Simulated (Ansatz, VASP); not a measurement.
## SnTe in VASP and in Ansatz

```xyz
2
Lattice="0.0000 3.2512 3.1565 3.2512 0.0000 3.1565 3.2512 3.2512 0.0000" Properties=species:S:1:pos:R:3 pbc="T T T"
Sn    0.0000    0.0000    0.0000
Te    3.2512    3.2512    3.1565
```

Change from the starting cell: strain +0.0300 x Voigt [1, 1, 0, 0, 0, 0], atoms carried along.

Alike in both runs: task single point; functional r2SCAN; k mesh 14 × 14 × 14; occupations gaussian, width 0.15 eV; no spin polarisation.

|  | VASP | Ansatz |
| --- | --- | --- |
| version | VASP 6.6.1 | Ansatz 0.2.0 |
| potentials or method | VASP PAW PBE potentials, release 64 (Sn_d, Te), cutoff 520 eV | scalar-relativistic, plane waves, PAW |
| valence electrons in the cell | 20 | 30 |

VASP gave:

```
gap on the k mesh at the Fermi level (eV)                     : 0.17
least direct gap on the mesh (eV)                             : 0.17
pressure (GPa)                                                : -1.2
traceless stress, the component that is largest in VASP (GPa) : 2.24
```

What did Ansatz give for the same quantities?

gap on the k mesh at the Fermi level (eV): 0.17; least direct gap on the mesh (eV): 0.17; pressure (GPa): -1.2; traceless stress, the component that is largest in VASP (GPa): 2.23.

VASP's potentials were made for PBE, not for r2SCAN. VASP's potentials hold 20 valence electrons a cell and Ansatz's 30, so a difference there can come from the potentials and not from the codes.

Neither program's run includes spin-orbit coupling.
